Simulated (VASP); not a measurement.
# O (Fmmm) in VASP: a series of runs, part 2 of 3

VASP 6.6.1. The steps go on from the part before.

## Step 3: Electric field gradients, PBE

The input, INCAR:

```
PREC = Accurate
ENCUT = 520
EDIFF = 1E-8
ISMEAR = -1
SIGMA = 0.03
LREAL = F
LASPH = T
NELM = 80
ALGO = Normal
ISIF = 2
LWAVE = F
LCHARG = F
GGA = PE
LEFG = T
NBANDS = 13
```

The input, KPOINTS:

```
Automatic mesh
0
Gamma
  12 12 12
```

The input, POSCAR:

```
O
1.0
    0.0000000000      2.1075500000      3.3448500000
    1.4783500000      0.0000000000      3.3448500000
    1.4783500000      2.1075500000      0.0000000000
O
2
Direct
    0.0871000000      0.0871000000      0.9129000000
    0.9129000000      0.9129000000      0.0871000000
```

Potentials or basis: VASP PAW PBE potentials, release 64 (O).

The run is started by

```bash
cat potpaw_PBE.64/O/POTCAR > POTCAR
mpirun -np 1 vasp_std > vasp.out
```

OUTCAR:

```text
PREC = Accurate
   ENCUT = 520
   EDIFF = 1E-8
   ISMEAR = -1
   LREAL = F
   LASPH = T
   NELM = 80
   ISIF = 2
   GGA = PE

 ion  position               nearest neighbor table
   1  0.087  0.087  0.913-   2 1.17
   2  0.913  0.913  0.087-   1 1.17

  LATTYP: Found a face centered orthorhombic cell.
 ALAT       =     2.9567000000
 B/A-ratio  =     1.4256096324
 C/A-ratio  =     2.2625562282

  Lattice vectors:

 A1 = (   0.0000000000,   2.1075500000,   3.3448500000)
 A2 = (   1.4783500000,   0.0000000000,   3.3448500000)
 A3 = (   1.4783500000,   2.1075500000,   0.0000000000)

Analysis of symmetry for initial positions (statically):
=====================================================================
 Subroutine PRICEL returns:
 Original cell was already a primitive cell.

 Routine SETGRP: Setting up the symmetry group for a
 face centered orthorhombic supercell.

 Subroutine GETGRP returns: Found  8 space group operations
 (whereof  8 operations were pure point group operations)
 out of a pool of  8 trial point group operations.

The static configuration has the point symmetry D_2h.

Analysis of symmetry for dynamics (positions and initial velocities):
=====================================================================
 Subroutine PRICEL returns:
 Original cell was already a primitive cell.

 Routine SETGRP: Setting up the symmetry group for a
 face centered orthorhombic supercell.

 Subroutine GETGRP returns: Found  8 space group operations
 (whereof  8 operations were pure point group operations)
 out of a pool of  8 trial point group operations.

The dynamic configuration has the point symmetry D_2h.

 Subroutine INISYM returns: Found  8 space group operations
 (whereof  8 operations are pure point group operations),
 and found     1 'primitive' translations

----------------------------------------------------------------------------------------

                                     Primitive cell

  volume of cell :      20.8431

  direct lattice vectors                    reciprocal lattice vectors
     0.000000000  2.107550000  3.344850000    -0.338214902  0.237242296  0.149483534
     1.478350000  0.000000000  3.344850000     0.338214902 -0.237242296  0.149483534
     1.478350000  2.107550000  0.000000000     0.338214902  0.237242296 -0.149483534

  length of vectors
     3.953452735  3.656985131  2.574351515     0.439338769  0.439338769  0.439338769

  position of ions in fractional coordinates (direct lattice)
     0.087100000  0.087100000  0.912900000
     0.912900000  0.912900000  0.087100000

  ion indices of the primitive-cell ions
   primitive index   ion index
                 1           1
                 2           2

----------------------------------------------------------------------------------------

 KPOINTS: Automatic mesh

Automatic generation of k-mesh.
 Grid dimensions read from file:
[... 71 lines left out ...]
   ISIF   =      2    stress and relaxation
   ISYM   =      2    0-nonsym 1-usesym 2-fastsym
   POTIM  = 0.5000    time-step for ionic-motion
   TEBEG  =    0.0;   TEEND  =   0.0 temperature during run
   PSTRESS=    0.0 pullay stress
   NELECT =      12.0000    total number of electrons
   NUPDOWN=      -1.0000    fix difference up-down
   EMIN   =  10.00;   EMAX   =-10.00  energy-range for DOS
   EFERMI =   0.00;   METHOD = LEGACY
   ISMEAR =    -1;   SIGMA  =   0.03  broadening in eV -4-tet -1-fermi 0-gaus
   EFERMI_NEDOS =   21; number of points for ismear=-14 and -15
   IALGO  =     38    algorithm
   IMIX   =      4    mixing-type and parameters
     AMIX     =   0.40;   BMIX     =  1.00
     AMIX_MAG =   1.60;   BMIX_MAG =  1.00
  volume/ion in A,a.u.               =      10.42        70.33
  Fermi-wavevector in a.u.,A,eV,Ry     =   1.361909  2.573634 25.236021  1.854795
  Thomas-Fermi vector in A             =   2.488444
   LORBIT       =      0    0 simple, 1 ext, 2 COOP (PROOUT), +10 PAW based schemes
   GGA     = PE    functional components
[... 5 lines left out ...]
 non-spin polarized calculation
  energy-cutoff  :      520.00
  volume of cell :       20.84
 maximum number of plane-waves:       582
 NGX is ok and might be reduce to    30
   NGX = 15   NGY = 13   NGZ =  9

 number of electron      12.0000001 magnetization

 Free energy of the ion-electron system (eV)
  ---------------------------------------------------
  ext. energy  EPLUGINS =         0.00000000
  ---------------------------------------------------
  free energy    TOTEN  =        -9.31388278 eV

  energy without entropy =       -9.30993975  energy(sigma->0) =       -9.31191126

 E-fermi :   1.4532     XC(G=0):  -9.9065

 val. band max:        1.4492615796   @ k =   0.4167   0.1667   0.1667
 cond. band min:       1.4724006294   @ k =  -0.1667  -0.0000   0.0833
 fundamental gap:      0.0231390498
 Fermi energy:         1.4532017934

 k-point     1 :       0.0000    0.0000    0.0000
  band No.  band energies     occupation
      1     -27.4026      2.00000
      2     -12.5525      2.00000
      3      -8.2020      2.00000
      4      -5.1773      2.00000
      5      -4.8599      2.00000
      6       2.0343      0.00000
      7       2.5974      0.00000
      8      10.8536      0.00000
      9      13.6199      0.00000
     10      16.9020      0.00000
     11      21.2628      0.00000
     12      22.2350      0.00000
     13      26.5837      0.00000
[... 354 lines left out ...]
  band No.  band energies     occupation
      1     -26.9026      2.00000
      2     -12.7087      2.00000
      3      -7.9198      2.00000
      4      -6.1312      2.00000
      5      -5.2130      2.00000
      6       0.2117      2.00000
      7       2.3888      0.00000
      8      12.0034      0.00000
      9      15.3538      0.00000
     10      16.3726      0.00000
     11      18.0749      0.00000
     12      21.3937      0.00000
     13      26.3976      0.00000

 [... further k-points ...]
[... 5 lines left out ...]
  --------------------------------------------------------------------------------------
  -------------------------------------------------------------------------------------
  Total       -0.1673023     -0.7950022      8.0553376      0.0000000      0.0000000      0.0000000
  in kB      -12.8602913    -61.1106826    619.2022616      0.0000000      0.0000000      0.0000000
  external PRESSURE =     181.7437626 kB  Pullay stress =       0.0000000 kB

 VOLUME and BASIS-vectors are now :
 -----------------------------------------------------------------------------
  energy-cutoff  :      520.00
  volume of cell :       20.84
      direct lattice vectors                 reciprocal lattice vectors
     0.000000000  2.107550000  3.344850000    -0.338214902  0.237242296  0.149483534
     1.478350000  0.000000000  3.344850000     0.338214902 -0.237242296  0.149483534
     1.478350000  2.107550000  0.000000000     0.338214902  0.237242296 -0.149483534

 POSITION                                       TOTAL-FORCE (eV/Angst)
 -----------------------------------------------------------------------------------
      1.47835      2.10755      0.58267         0.000000      0.000000      5.744771
      1.47835      2.10755      6.10703         0.000000      0.000000     -5.744771
 -----------------------------------------------------------------------------------
    total drift:                                0.000000      0.000000      0.000000

  FREE ENERGIE OF THE ION-ELECTRON SYSTEM (eV)
  ---------------------------------------------------
  free  energy   TOTEN  =        -9.3138827820 eV

  energy  without entropy=       -9.3099397464  energy(sigma->0) =       -9.31191126

 Electric field gradients (V/A^2)
---------------------------------------------------------------------
 ion       V_xx      V_yy      V_zz      V_xy      V_xz      V_yz
---------------------------------------------------------------------
   1     -62.544   -50.852   113.395    -0.000     0.003     0.002
   2     -62.544   -50.852   113.395    -0.000     0.003     0.002
---------------------------------------------------------------------

 Electric field gradients after diagonalization (V/A^2)
 (convention: |V_zz| > |V_xx| > |V_yy|)
----------------------------------------------------------------------
 ion       V_xx      V_yy      V_zz     asymmetry (V_yy - V_xx)/ V_zz
----------------------------------------------------------------------
   1     -62.544   -50.852   113.395       0.103
   2     -62.544   -50.852   113.395       0.103
----------------------------------------------------------------------

           NMR quadrupolar parameters

 Cq : quadrupolar parameter    Cq=e*Q*V_zz/h
 eta: asymmetry parameters     (V_yy - V_xx)/ V_zz
 Q  : nuclear electric quadrupole moment in mb (millibarn)
----------------------------------------------------------------------
 ion       Cq(MHz)       eta       Q (mb)
----------------------------------------------------------------------
   1       0.274       0.103       1.000
   2       0.274       0.103       1.000
----------------------------------------------------------------------
```

OSZICAR:

```text
N       E                     dE             d eps       ncg     rms          rms(c)
DAV:   1     0.362834647159E+02    0.36283E+02   -0.65720E+03  7541   0.865E+02
DAV:   2    -0.843231532900E+01   -0.44716E+02   -0.42932E+02  9315   0.187E+02
DAV:   3    -0.965960850618E+01   -0.12273E+01   -0.12170E+01  8158   0.276E+01
DAV:   4    -0.966270470815E+01   -0.30962E-02   -0.30961E-02  8358   0.169E+00
DAV:   5    -0.966271556862E+01   -0.10860E-04   -0.10861E-04  8203   0.919E-02    0.472E+00
DAV:   6    -0.937449752206E+01    0.28822E+00   -0.25771E-01  8125   0.466E+00    0.246E+00
DAV:   7    -0.931124708055E+01    0.63250E-01   -0.23058E-01  8545   0.428E+00    0.505E-01
DAV:   8    -0.931383906123E+01   -0.25920E-02   -0.14961E-02  7530   0.107E+00    0.835E-02
DAV:   9    -0.931387671175E+01   -0.37651E-04   -0.22831E-04  8660   0.136E-01    0.299E-02
DAV:  10    -0.931388533474E+01   -0.86230E-05   -0.27158E-05  7580   0.528E-02    0.668E-03
DAV:  11    -0.931388381541E+01    0.15193E-05   -0.43885E-06  7950   0.187E-02    0.445E-03
DAV:  12    -0.931388295583E+01    0.85958E-06   -0.61392E-07  8225   0.728E-03    0.794E-04
DAV:  13    -0.931388276974E+01    0.18609E-06   -0.69691E-08  7525   0.238E-03    0.176E-04
DAV:  14    -0.931388278969E+01   -0.19947E-07   -0.65844E-10  4790   0.255E-04    0.492E-05
DAV:  15    -0.931388278199E+01    0.76951E-08   -0.12423E-10  3780   0.117E-04
   1 F= -.93138828E+01 E0= -.93119113E+01  d E =-.394304E-02
```

It took 55 s on 1 thread of AMD EPYC 9R45 (Zen 5), shared host; peak memory 0.15 GiB.

What came out:

- Free energy: -9.3139 eV
- Pressure: 18.2 GPa
- Largest force: 5.745 eV/Å
- Band gap on the k mesh: zero (band 6 reaches 2.58 eV, above the bottom of band 7 at 0.82 eV)

Forces on the atoms (eV/Å):
```
O    0.000  0.000  5.745
O    0.000  0.000 -5.745
```

Stress tensor (GPa, compression positive):
```
-1.29  0.00  0.00
 0.00 -6.11  0.00
 0.00  0.00 61.92
```

Electric field gradients, principal values (V/Å²):
```tsv
atom	least	middle	greatest (by size)
1 O	-50.852	-62.544	113.395
2 O	-50.852	-62.544	113.395
```

Caveat: the standard files for N, O and F lose accuracy on very short bonds; spin is off for a triplet molecule; without QUAD_EFG the Cq values of the log hold for a quadrupole moment of 1 mb, not for the nuclei; forces of over 1 eV/Å act on the atoms, so gaps and moduli don't describe the material at rest.

## Step 4: Electric field gradients, PBE

The input, INCAR:

```
SYSTEM = O
PREC     = Accurate       ! precision mode
ENCUT    = 520            ! plane-wave cutoff, eV
EDIFF    = 1E-8           ! SCF threshold, eV
ISMEAR   = -1             ! smearing method
SIGMA    = 0.03           ! smearing width, eV
LREAL    = .False.        ! projectors in reciprocal space
LASPH    = .True.         ! aspherical terms in the spheres
NELM     = 100            ! most SCF steps
ALGO     = Normal         ! electronic algorithm
ISIF     = 2              ! what is computed and relaxed
LWAVE    = .False.        ! write WAVECAR
LCHARG   = .False.        ! write CHGCAR
GGA      = PE             ! functional
LEFG     = .True.       
NBANDS   = 13             ! bands
```

The input, KPOINTS:

```
regular mesh
0
Gamma
  4 4 4
  0 0 0
```

POSCAR is that of step 3.

Potentials or basis: VASP PAW PBE potentials, release 64 (O).

The run is started by

```bash
cat potpaw_PBE.64/O/POTCAR > POTCAR
mpirun -np 1 vasp_std > vasp.out
```

OUTCAR:

```text
SYSTEM = O
   PREC = Accurate
   ENCUT = 520
   EDIFF = 1E-8
   ISMEAR = -1
   LREAL = .False.
   LASPH = .True.
   NELM = 100
   ISIF = 2
   GGA = PE

 ion  position               nearest neighbor table
   1  0.087  0.087  0.913-   2 1.17
   2  0.913  0.913  0.087-   1 1.17

  LATTYP: Found a face centered orthorhombic cell.
 ALAT       =     2.9567000000
 B/A-ratio  =     1.4256096324
 C/A-ratio  =     2.2625562282

  Lattice vectors:

 A1 = (   0.0000000000,   2.1075500000,   3.3448500000)
[... 492 lines left out ...]
  ---------------------------------------------------
  free  energy   TOTEN  =        -9.2207497350 eV

  energy  without entropy=       -9.2137656311  energy(sigma->0) =       -9.21725768

 Electric field gradients (V/A^2)
---------------------------------------------------------------------
 ion       V_xx      V_yy      V_zz      V_xy      V_xz      V_yz
---------------------------------------------------------------------
   1     -52.766   -61.001   113.766    -0.000     0.003     0.002
   2     -52.766   -61.001   113.766    -0.000     0.003     0.002
---------------------------------------------------------------------

 Electric field gradients after diagonalization (V/A^2)
 (convention: |V_zz| > |V_xx| > |V_yy|)
----------------------------------------------------------------------
 ion       V_xx      V_yy      V_zz     asymmetry (V_yy - V_xx)/ V_zz
----------------------------------------------------------------------
   1     -61.001   -52.766   113.766       0.072
   2     -61.001   -52.766   113.766       0.072
----------------------------------------------------------------------

           NMR quadrupolar parameters

 Cq : quadrupolar parameter    Cq=e*Q*V_zz/h
 eta: asymmetry parameters     (V_yy - V_xx)/ V_zz
 Q  : nuclear electric quadrupole moment in mb (millibarn)
----------------------------------------------------------------------
 ion       Cq(MHz)       eta       Q (mb)
----------------------------------------------------------------------
   1       0.275       0.072       1.000
   2       0.275       0.072       1.000
----------------------------------------------------------------------
```

OSZICAR:

```text
N       E                     dE             d eps       ncg     rms          rms(c)
DAV:   1     0.399936075661E+02    0.39994E+02   -0.64613E+03   484   0.867E+02
DAV:   2    -0.826668322570E+01   -0.48260E+02   -0.46377E+02   583   0.192E+02
DAV:   3    -0.957070475057E+01   -0.13040E+01   -0.12739E+01   543   0.288E+01
DAV:   4    -0.957394223741E+01   -0.32375E-02   -0.32374E-02   548   0.176E+00
DAV:   5    -0.957395410433E+01   -0.11867E-04   -0.11867E-04   538   0.961E-02    0.474E+00
DAV:   6    -0.928204809590E+01    0.29191E+00   -0.25987E-01   538   0.469E+00    0.246E+00
DAV:   7    -0.921810286149E+01    0.63945E-01   -0.23205E-01   523   0.429E+00    0.508E-01
DAV:   8    -0.922070567145E+01   -0.26028E-02   -0.14784E-02   498   0.106E+00    0.841E-02
DAV:   9    -0.922074467263E+01   -0.39001E-04   -0.25140E-04   558   0.142E-01    0.308E-02
DAV:  10    -0.922075340329E+01   -0.87307E-05   -0.29955E-05   503   0.555E-02    0.656E-03
DAV:  11    -0.922075104764E+01    0.23556E-05   -0.47210E-06   523   0.190E-02    0.417E-03
DAV:  12    -0.922075004573E+01    0.10019E-05   -0.58502E-07   548   0.707E-03    0.762E-04
DAV:  13    -0.922074972211E+01    0.32362E-06   -0.58043E-08   493   0.220E-03    0.176E-04
DAV:  14    -0.922074973832E+01   -0.16213E-07   -0.50437E-10   339   0.231E-04    0.414E-05
DAV:  15    -0.922074973501E+01    0.33168E-08   -0.93317E-11   269   0.102E-04
   1 F= -.92207497E+01 E0= -.92172577E+01  d E =-.698410E-02
```

stdout:

```text
POSCAR found type information on POSCAR O
 POSCAR found :  1 types and       2 ions
 scaLAPACK will be used
 LDA part: xc-table for (Slater+PW92), standard interpolation
 POSCAR, INCAR and KPOINTS ok, starting setup
 FFT: planning ... GRIDC
 FFT: planning ... GRID_SOFT
 FFT: planning ... GRID
 WAVECAR not read
 entering main loop
ion   1

ion   2
```

It took 4.8 s on 1 thread of Intel Xeon Platinum 8488C (Sapphire Rapids), shared host; peak memory 0.13 GiB.

Results:

| Quantity | Value |
| --- | --- |
| Free energy | -9.2207 eV |
| Pressure | 19.5 GPa |
| Largest force | 5.751 eV/Å |
| Band gap on the k mesh | zero (band 6 reaches 2.57 eV, above the bottom of band 7 at 0.98 eV) |

Forces on the atoms (eV/Å):
```
O    0.000  0.000  5.751
O    0.000  0.000 -5.751
```

Electric field gradients, principal values (V/Å²):
```csv
atom,least,middle,greatest (by size)
1 O,-52.766,-61.001,113.766
2 O,-52.766,-61.001,113.766
```

Caveat: the k points lie up to 0.69 Å⁻¹ apart; the standard files for N, O and F lose accuracy on very short bonds; spin is off for a triplet molecule; without QUAD_EFG the Cq values of the log hold for a quadrupole moment of 1 mb, not for the nuclei; forces of over 1 eV/Å act on the atoms, so gaps and moduli don't describe the material at rest.

(Part 2 of 3 ends here.)
